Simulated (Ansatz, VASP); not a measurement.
# Pd in VASP and in Ansatz

```
Pd
1.0
    -1.55103    1.55103    1.55103
     1.55103   -1.55103    1.55103
     1.55103    1.55103   -1.55103
Pd
1
Direct
  0.00000 0.00000 0.00000
```

Alike in both runs: task single point; functional HSE06; k mesh 8 × 8 × 8; occupations fermi-dirac, width 0.05 eV; no spin polarisation.

|  | VASP | Ansatz |
| --- | --- | --- |
| version | VASP 6.6.1 | Ansatz 0.2.0 |
| potentials or method | VASP PAW PBE potentials, release 64 (Pd) | Ansatz PAW |
| plane-wave cutoff (eV) | 520 | 420 |
| valence electrons in the cell | 10 | 18 |

Ansatz gave:

```
gap on the k mesh at the Fermi level (eV) : none
pressure (GPa)                            : 1.3
```

Question: Estimate VASP's values.

Answer: gap on the k mesh at the Fermi level (eV): none; pressure (GPa): 1.7.

A gap of «none» marks a metal or a gap that the smearing closes. The functional is the same, so the differences come from potentials, cutoffs and numerics. VASP's potentials hold 10 valence electrons a cell and Ansatz's 18, so a difference there can come from the potentials and not from the codes.
